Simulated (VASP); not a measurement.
Input of a VASP 6.6.1 run:

The input INCAR:

```
PREC = Accurate
ENCUT = 520
EDIFF = 1E-6
ISMEAR = -1
SIGMA = 0.1
LREAL = False
LASPH = True
NELM = 60
ALGO = Normal
ISIF = 2
LWAVE = False
LCHARG = True
GGA = B5
ALDAX = 1.0
AGGAX = 1.0
AGGAC = 1.0
ALDAC = 0.0
LELF = True
LVHAR = True
NBANDS = 21
```

The input KPOINTS:

```
Automatic mesh
0
Gamma
  9 9 9
```

Contents of POSCAR:

```
Pb
1.0
    0.0000000000      3.5701803335      3.5701803335
    3.5701803335      0.0000000000      3.5701803335
    3.5701803335      3.5701803335      0.0000000000
Pb
2
Direct
    0.1250000000      0.1250000000      0.1250000000
    0.8750000000      0.8750000000      0.8750000000
```

Potentials or basis: VASP PAW PBE potentials, release 64 (Pb_d).

Launch:

```sh
$ cat potpaw_PBE.64/Pb_d/POTCAR > POTCAR
$ mpirun -np 1 vasp_std > vasp.out
```

Q: Predict the pressure.

A: 1.0 GPa.

Q: Predict the band gap on the k mesh.

A: Zero (bands 14 and 15 overlap by 0.97 eV).

Caveat: the PAW data sets were made with another functional, which shifts forces and pressure a little; spin-orbit coupling is left out, which moves the levels of the heavy elements.
